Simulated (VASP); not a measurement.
# Al12Cl in VASP: single point with PBE+D3(BJ)

Aim: the single point of Al12Cl with PBE+D3(BJ).

All numbers are computed with VASP 6.6.1; they aren't measurements. Logs are shortened: lines on timing, memory, paths and dates and some standing lists are left out, and cuts for length are marked.

**1. The cell of the first run**

The cell holds a slab with vacuum, 13 atoms: a = 5.631 Å, b = 5.631 Å, c = 21.150 Å, α = 90.00°, β = 90.00°, γ = 90.00°.

**2. Single point, PBE+D3(BJ)**

INCAR reads:

```
SYSTEM = Al12Cl
PREC = Accurate ; ENCUT = 520
EDIFF = 1E-6 ; ISMEAR = 0
SIGMA = 0.1 ; LREAL = .FALSE.
LASPH = .TRUE. ; NELM = 80
ALGO = Normal ; ISIF = 2
LWAVE = .FALSE. ; LCHARG = .FALSE.
LDIPOL = .TRUE. ; IDIPOL = 3
DIPOL = 0.5 0.5 0.306 ; GGA = PE
IVDW = 12 ; NBANDS = 34
```

KPOINTS reads:

```
Automatic mesh
0
G
  5 5 1
  0 0 0
```

POSCAR reads:

```
Al12Cl
1.0
    5.6314608525      0.0000000000      0.0000000000
    0.0000000000      5.6314608525      0.0000000000
    0.0000000000      0.0000000000     21.1495692393
Al Cl
12 1
Direct
    0.2500000000      0.2500000000      0.1891291475
    0.2500000000      0.7500000000      0.1891291475
    0.7500000000      0.2500000000      0.1891291475
    0.7500000000      0.7500000000      0.1891291475
    0.0000000000      0.0000000000      0.2871045368
    0.0000000000      0.5000000000      0.2871045368
    0.5000000000      0.0000000000      0.2871045368
    0.5000000000      0.5000000000      0.2871045368
    0.2500000000      0.2500000000      0.3853302707
    0.2500000000      0.7500000000      0.3853302707
    0.7500000000      0.2500000000      0.3853302707
    0.7500000000      0.7500000000      0.3853302707
    0.2500000000      0.5000000000      0.5271771313
```

Potentials or basis: VASP PAW PBE potentials, release 64 (Al, Cl).

Command:

```console
$ cat potpaw_PBE.64/Al/POTCAR potpaw_PBE.64/Cl/POTCAR > POTCAR
$ mpirun -np 1 vasp_std > vasp.out
```

OUTCAR:

```text
SYSTEM = Al12Cl
   PREC = Accurate
   ENCUT = 520
   EDIFF = 1E-6
   ISMEAR = 0
   LREAL = .FALSE.
   LASPH = .TRUE.
   NELM = 80
   ISIF = 2
   GGA = PE
   IVDW = 12
 IVDW          = 12

 ion  position               nearest neighbor table
   1  0.250  0.250  0.189-   2 2.82   3 2.82   2 2.82   3 2.82   7 2.87   8 2.87   5 2.87   6 2.87

   2  0.250  0.750  0.189-   1 2.82   4 2.82   1 2.82   4 2.82   7 2.87   8 2.87   5 2.87   6 2.87

   3  0.750  0.250  0.189-   1 2.82   4 2.82   4 2.82   1 2.82   7 2.87   8 2.87   5 2.87   6 2.87

   4  0.750  0.750  0.189-   2 2.82   3 2.82   3 2.82   2 2.82   7 2.87   8 2.87   5 2.87   6 2.87

   5  0.000  0.000  0.287-   6 2.82   7 2.82   6 2.82   7 2.82   1 2.87   2 2.87   3 2.87   4 2.87
                            11 2.88  12 2.88   9 2.88  10 2.88
   6  0.000  0.500  0.287-   5 2.82   8 2.82   5 2.82   8 2.82   1 2.87   2 2.87   3 2.87   4 2.87
                            11 2.88  12 2.88   9 2.88  10 2.88
   7  0.500  0.000  0.287-   5 2.82   8 2.82   8 2.82   5 2.82   1 2.87   2 2.87   3 2.87   4 2.87
                            11 2.88  12 2.88   9 2.88  10 2.88
   8  0.500  0.500  0.287-   6 2.82   7 2.82   7 2.82   6 2.82   1 2.87   2 2.87   3 2.87   4 2.87
                            11 2.88  12 2.88   9 2.88  10 2.88
   9  0.250  0.250  0.385-  10 2.82  11 2.82  10 2.82  11 2.82   5 2.88   6 2.88   7 2.88   8 2.88

  10  0.250  0.750  0.385-   9 2.82  12 2.82   9 2.82  12 2.82   5 2.88   6 2.88   7 2.88   8 2.88

  11  0.750  0.250  0.385-   9 2.82  12 2.82  12 2.82   9 2.82   5 2.88   6 2.88   7 2.88   8 2.88

  12  0.750  0.750  0.385-  10 2.82  11 2.82  11 2.82  10 2.82   5 2.88   6 2.88   7 2.88   8 2.88

  13  0.250  0.500  0.527-

  LATTYP: Found a simple tetragonal cell.
 ALAT       =     5.6314608525
 C/A-ratio  =     3.7556097420

  Lattice vectors:

 A1 = (   5.6314608525,   0.0000000000,   0.0000000000)
 A2 = (   0.0000000000,   5.6314608525,   0.0000000000)
 A3 = (   0.0000000000,   0.0000000000,  21.1495692393)

Analysis of symmetry for initial positions (statically):
=====================================================================
 Subroutine PRICEL returns:
 Original cell was already a primitive cell.

 Routine SETGRP: Setting up the symmetry group for a
 simple tetragonal supercell.

 Subroutine GETGRP returns: Found  4 space group operations
 (whereof  2 operations were pure point group operations)
 out of a pool of 16 trial point group operations.

The static configuration has the point symmetry C_1h.
 The point group associated with its full space group is C_2v.

Analysis of symmetry for dynamics (positions and initial velocities):
=====================================================================
 Subroutine PRICEL returns:
 Original cell was already a primitive cell.

 Routine SETGRP: Setting up the symmetry group for a
 simple tetragonal supercell.

 Subroutine GETGRP returns: Found  4 space group operations
 (whereof  2 operations were pure point group operations)
 out of a pool of 16 trial point group operations.

The dynamic configuration has the point symmetry C_1h.
 The point group associated with its full space group is C_2v.

 Subroutine INISYM returns: Found  4 space group operations
 (whereof  2 operations are pure point group operations),
 and found     1 'primitive' translations

----------------------------------------------------------------------------------------

                                     Primitive cell

  volume of cell :     670.7237

  direct lattice vectors                    reciprocal lattice vectors
     5.631460853  0.000000000  0.000000000     0.177573817  0.000000000  0.000000000
     0.000000000  5.631460853  0.000000000     0.000000000  0.177573817  0.000000000
     0.000000000  0.000000000 21.149569239     0.000000000  0.000000000  0.047282287

  length of vectors
     5.631460853  5.631460853 21.149569239     0.177573817  0.177573817  0.047282287

  position of ions in fractional coordinates (direct lattice)
     0.250000000  0.250000000  0.189129147
     0.250000000  0.750000000  0.189129147
     0.750000000  0.250000000  0.189129147
     0.750000000  0.750000000  0.189129147
     0.000000000  0.000000000  0.287104537
     0.000000000  0.500000000  0.287104537
     0.500000000  0.000000000  0.287104537
     0.500000000  0.500000000  0.287104537
     0.250000000  0.250000000  0.385330271
     0.250000000  0.750000000  0.385330271
     0.750000000  0.250000000  0.385330271
     0.750000000  0.750000000  0.385330271
     0.250000000  0.500000000  0.527177131

  ion indices of the primitive-cell ions
   primitive index   ion index
                 1           1
                 2           2
                 3           3
                 4           4
                 5           5
                 6           6
                 7           7
                 8           8
                 9           9
                10          10
                11          11
                12          12
                13          13

----------------------------------------------------------------------------------------

 KPOINTS: Automatic mesh

Automatic generation of k-mesh.
 Grid dimensions read from file:
 generate k-points for:    5    5    1

 Generating k-lattice:

  Cartesian coordinates                     Fractional coordinates (reciprocal lattice)
     0.035514763  0.000000000  0.000000000     0.200000000  0.000000000  0.000000000
     0.000000000  0.035514763  0.000000000     0.000000000  0.200000000  0.000000000
     0.000000000  0.000000000  0.047282287     0.000000000  0.000000000  1.000000000

  Length of vectors
     0.035514763  0.035514763  0.047282287

  Shift w.r.t. Gamma in fractional coordinates (k-lattice)
     0.000000000  0.000000000  0.000000000

 Subroutine IBZKPT returns following result:
 ===========================================

 Found      9 irreducible k-points:

 Following reciprocal coordinates:
            Coordinates               Weight
  0.000000  0.000000  0.000000      1.000000
  0.200000  0.000000  0.000000      2.000000
  0.000000  0.200000  0.000000      2.000000
  0.400000  0.000000  0.000000      2.000000
  0.000000  0.400000  0.000000      2.000000
  0.200000  0.200000  0.000000      4.000000
  0.400000  0.200000  0.000000      4.000000
 -0.200000  0.400000  0.000000      4.000000
  0.400000  0.400000  0.000000      4.000000
   k-points           NKPTS =      9   k-points in BZ     NKDIM =      9   number of bands    NBANDS=     34
   number of dos      NEDOS =    301   number of ions     NIONS =     13
   total plane-waves  NPLWV = 282240
   dimension x,y,z NGX =    42 NGY =   42 NGZ =  160
   dimension x,y,z NGXF=    84 NGYF=   84 NGZF=  320
   ions per type =              12   1
   NGX,Y,Z   is equivalent  to a cutoff of  12.40, 12.40, 12.58 a.u.
   NGXF,Y,Z  is equivalent  to a cutoff of  24.80, 24.80, 25.15 a.u.
 SYSTEM =  Al12Cl
   PREC   = accura    normal or accurate (medium, high low for compatibility)
   ISTART =      0    job   : 0-new  1-cont  2-samecut
   ICHARG =      2    charge: 1-file 2-atom 10-const
   ISPIN  =      1    spin polarized calculation?
   LNONCOLLINEAR =      F non collinear calculations
   LSORBIT =      F    spin-orbit coupling
   LASPH  =      T    aspherical Exc in radial PAW
   ENCUT  =  520.0 eV  38.22 Ry    6.18 a.u.  10.47 10.47 39.32*2*pi/ulx,y,z
   NELM   =     80;   NELMIN=  2; NELMDL= -5     # of ELM steps
   EDIFF  = 0.1E-05   stopping-criterion for ELM
   LREAL  =      F    real-space projection
   EDIFFG = 0.1E-04   stopping-criterion for IOM
   NSW    =      0    number of steps for IOM
   IBRION =     -1    ionic relax: 0-MD 1-quasi-New 2-CG
   NFREE  =      0    steps in history (QN), initial steepest desc. (CG)
   ISIF   =      2    stress and relaxation
   ISYM   =      2    0-nonsym 1-usesym 2-fastsym
   POTIM  = 0.5000    time-step for ionic-motion
   TEBEG  =    0.0;   TEEND  =   0.0 temperature during run
   PSTRESS=    0.0 pullay stress
   NELECT =      43.0000    total number of electrons
   NUPDOWN=      -1.0000    fix difference up-down
   EMIN   =  10.00;   EMAX   =-10.00  energy-range for DOS
   EFERMI =   0.00;   METHOD = LEGACY
   ISMEAR =     0;   SIGMA  =   0.10  broadening in eV -4-tet -1-fermi 0-gaus
   EFERMI_NEDOS =   21; number of points for ismear=-14 and -15
   IALGO  =     38    algorithm
   IMIX   =      4    mixing-type and parameters
     AMIX     =   0.40;   BMIX     =  1.00
     AMIX_MAG =   1.60;   BMIX_MAG =  1.00
  volume/ion in A,a.u.               =      51.59       348.17
  Fermi-wavevector in a.u.,A,eV,Ry     =   0.655214  1.238175  5.841052  0.429305
  Thomas-Fermi vector in A             =   1.726018
   LORBIT       =      0    0 simple, 1 ext, 2 COOP (PROOUT), +10 PAW based schemes
   GGA     = PE    functional components
   LHFCALC =     F    Hartree Fock is set to
   AEXX    =    0.0000 exact exchange contribution
   IVDW    =    12    specifies the selected vdW correction
   LEPSILON=     F    determine dielectric tensor
   LRPA    =     F    only Hartree local field effects (RPA)
 non-spin polarized calculation
 Gauss-broadening in eV      SIGMA  =   0.10
  energy-cutoff  :      520.00
  volume of cell :      670.72
 maximum number of plane-waves:     18155
 NGX is ok and might be reduce to    42
   NGX = 21   NGY = 21   NGZ = 79

 dipolmoment           0.000000      0.000000     -0.009190 electrons x Angstroem

 number of electron      43.0000000 magnetization

 dipolmoment           0.000000      0.000000      0.520443 electrons x Angstroem

 Free energy of the ion-electron system (eV)
  ---------------------------------------------------
  ext. energy  EPLUGINS =         0.00000000
  ---------------------------------------------------
  free energy    TOTEN  =       -43.59133057 eV

  energy without entropy =      -43.56958813  energy(sigma->0) =      -43.58045935

 E-fermi :  -1.3642     XC(G=0):  -4.3447

 val. band max:       -1.4225967518   @ k =   0.0000   0.4000   0.0000
 cond. band min:      -1.3571231524   @ k =   0.0000   0.0000   0.0000
 fundamental gap:      0.0654735995
 Fermi energy:        -1.3642401426

 k-point     1 :       0.0000    0.0000    0.0000
  band No.  band energies     occupation
      1     -14.0615      2.00000
      2     -11.6928      2.00000
      3      -9.5440      2.00000
      4      -7.1819      2.00000
      5      -7.1819      2.00000
      6      -7.0594      2.00000
[... 25 lines left out ...]
     32       1.6998      0.00000
     33       1.7132      0.00000

 k-point     2 :       0.2000    0.0000    0.0000
  band No.  band energies     occupation
      1     -14.0606      2.00000
      2     -11.5072      2.00000
      3      -9.3607      2.00000
      4      -8.7508      2.00000
      5      -7.0035      2.00000
      6      -6.8797      2.00000
[... 25 lines left out ...]
     32       1.4755      0.00000
     33       1.6392      0.00000
[... 214 lines left out ...]
     32       1.8552      0.00000
     33       2.3100      0.00000

 k-point     9 :       0.4000    0.4000    0.0000
  band No.  band energies     occupation
      1     -14.0567      2.00000
      2     -10.2142      2.00000
      3      -9.2990      2.00000
      4      -9.2966      2.00000
      5      -8.3878      2.00000
      6      -8.0836      2.00000
[... 25 lines left out ...]
     32       1.7152      0.00000
     33       1.8000      0.00000
 [bands above 33 left out]

------------------------ aborting loop because EDIFF is reached ----------------------------------------

 vacuum level on the upper side and lower side of the slab       (xc-potential included)         1.263        -1.620

 Edisp (eV)   -2.73320

 E8    (eV) :    -1.2689

  FORCE on cell =-STRESS in cart. coord.  units (eV):
  Direction    XX          YY          ZZ          XY          YZ          ZX
  --------------------------------------------------------------------------------------
  -------------------------------------------------------------------------------------
  Total      -6.38533    -6.80207    -6.48541     0.00000     0.00000     0.00000
  in kB     -15.25284   -16.24830   -15.49190     0.00000     0.00000     0.00000
  external pressure =      -15.66 kB  Pullay stress =        0.00 kB

 VOLUME and BASIS-vectors are now :
 -----------------------------------------------------------------------------
  energy-cutoff  :      520.00
  volume of cell :      670.72
      direct lattice vectors                 reciprocal lattice vectors
     5.631460853  0.000000000  0.000000000     0.177573817  0.000000000  0.000000000
     0.000000000  5.631460853  0.000000000     0.000000000  0.177573817  0.000000000
     0.000000000  0.000000000 21.149569239     0.000000000  0.000000000  0.047282287

 POSITION                                       TOTAL-FORCE (eV/Angst)
 -----------------------------------------------------------------------------------
      1.40787      1.40787      4.00000        -0.000000      0.033388      0.103479
      1.40787      4.22360      4.00000        -0.000000     -0.033388      0.103479
      4.22360      1.40787      4.00000        -0.000000     -0.050675     -0.002714
      4.22360      4.22360      4.00000        -0.000000      0.050675     -0.002714
      0.00000      0.00000      6.07214        -0.060040      0.000000     -0.023041
      0.00000      2.81573      6.07214         0.011039      0.000000      0.068646
      2.81573      0.00000      6.07214         0.060040      0.000000     -0.023041
      2.81573      2.81573      6.07214        -0.011039      0.000000      0.068646
      1.40787      1.40787      8.14957        -0.000000      0.072460      0.663312
      1.40787      4.22360      8.14957        -0.000000     -0.072460      0.663312
      4.22360      1.40787      8.14957        -0.000000     -0.071993      0.099870
      4.22360      4.22360      8.14957        -0.000000      0.071993      0.099870
      1.40787      2.81573     11.14957        -0.000000      0.000000     -1.819105
 -----------------------------------------------------------------------------------
    total drift:                               -0.000000     -0.000000     -0.000267

  FREE ENERGIE OF THE ION-ELECTRON SYSTEM (eV)
  ---------------------------------------------------
  free  energy   TOTEN  =       -46.3245322699 eV

  energy  without entropy=      -46.3027898357  energy(sigma->0) =      -46.31366105

 vacuum level on the upper side and lower side of the slab         5.849         2.878
```

It took 6.1 min on 1 thread of Intel Xeon 6975P-C (Granite Rapids), shared host; peak memory 0.64 GiB.

What came out:

* Free energy: -46.3245 eV
* Largest force: 1.819 eV/Å
* Dispersion energy per atom: -0.210 eV

Forces on the atoms (eV/Å):
```
Al   0.000  0.033  0.103
Al   0.000 -0.033  0.103
Al   0.000 -0.051 -0.003
Al   0.000  0.051 -0.003
Al  -0.060  0.000 -0.023
Al   0.011  0.000  0.069
Al   0.060  0.000 -0.023
Al  -0.011  0.000  0.069
Al   0.000  0.072  0.663
Al   0.000 -0.072  0.663
Al   0.000 -0.072  0.100
Al   0.000  0.072  0.100
Cl   0.000  0.000 -1.819
```

Caveat: an odd number of electrons without spin polarisation forces a metal; a magnetic or distorted state may lie lower.
